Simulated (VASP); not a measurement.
**NiO: relaxation of cell and atoms with PBE+D3(BJ)**

NiO:

```
Ni O
1.0
     2.50462    0.00000    0.00000
     0.00000    2.50462    0.00000
     0.00000    0.00000    2.50462
Ni O
1 1
Direct
  0.00000 0.00000 0.00000
  0.50000 0.50000 0.50000
```

| Item | Value |
| --- | --- |
| Program | VASP 6.6.1 |
| Task | relaxation of cell and atoms |
| Functional | PBE |
| Dispersion | D3(BJ) |
| Potentials or basis | VASP PAW PBE potentials, release 64 (Ni, O) |
| Cutoff | 600 eV |
| k mesh | 11 × 11 × 11 |
| Occupations | fermi-dirac, width 0.05 eV |
| Spin | collinear spin, ferromagnetic start |
| Starting moments | [1.0, 0.0] μB |
| Dipole correction | no |
| Further INCAR settings | ALGO = Normal; EDIFF = 1e-06; IBRION = 2; EDIFFG = -0.01; NSW = 60; ISIF = 3 |

```
Relaxed volume                                        : 8.49 Å³/atom
Relaxed cell                                          : a = 2.570 Å, b = 2.570 Å, c = 2.570 Å, α = 90.00°, β = 90.00°, γ = 90.00°
Space group after relaxing (to 0.05 Å)                : Pm-3m (No. 221)
Energy gained by relaxing                             : 34.0 meV/atom
Ionic steps                                           : 3
Pressure after relaxing                               : 0.0 GPa
Band gap on the k mesh                                : zero (filled and empty bands overlap)
Net moment                                            : 0.00 μB per cell
Valence electrons inside the program's atomic spheres : Ni 9.04; O 4.87
Dispersion energy per atom                            : -0.276 eV
```

The path:
```tsv
step	energy change (eV)	largest force (eV/Å)	pressure (GPa)	volume (Å³)
1	0.0000	0.0000	19.06	15.71
2	-0.0376	0.0000	-10.39	17.93
3	-0.0681	0.0000	0.03	16.98
```

Final structure:
```xyz
2
Lattice="2.5701 0.0000 0.0000 0.0000 2.5701 0.0000 0.0000 0.0000 2.5701" Properties=species:S:1:pos:R:3 pbc="T T T"
Ni    0.0000    0.0000    0.0000
O     1.2851    1.2851    1.2851
```

Levels at points of the mesh, in eV from the Fermi level:
Spin up:
```
           k point  band 6  band 7  band 8  band 9  band 10  band 11
(0.00, 0.00, 0.00)   -2.68   -0.76   -0.76   -0.76     1.33    16.28
```
Spin down:
| k point | band 5 | band 6 | band 7 | band 8 | band 9 | band 10 | band 11 | band 12 |
| --- | --- | --- | --- | --- | --- | --- | --- | --- |
| (0.00, 0.00, 0.00) | -2.68 | -2.68 | -0.76 | -0.76 | -0.76 | 1.33 | 16.28 | 16.28 |

Run time: 2.3 min on 1 thread of Intel(R) Xeon(R) Platinum 8259CL CPU @ 2.50GHz (Skylake/Cascade Lake), with other jobs on the host, peak memory 0.16 GiB.

Caveat: semilocal functionals often make such compounds metallic where correlation or magnetic order opens a gap, which also shifts bond lengths; pairwise dispersion overbinds metals, which lowers pressure and volume. With open d or f shells a metallic result of PBE can be an artefact of self-interaction; +U or a hybrid may open a gap.
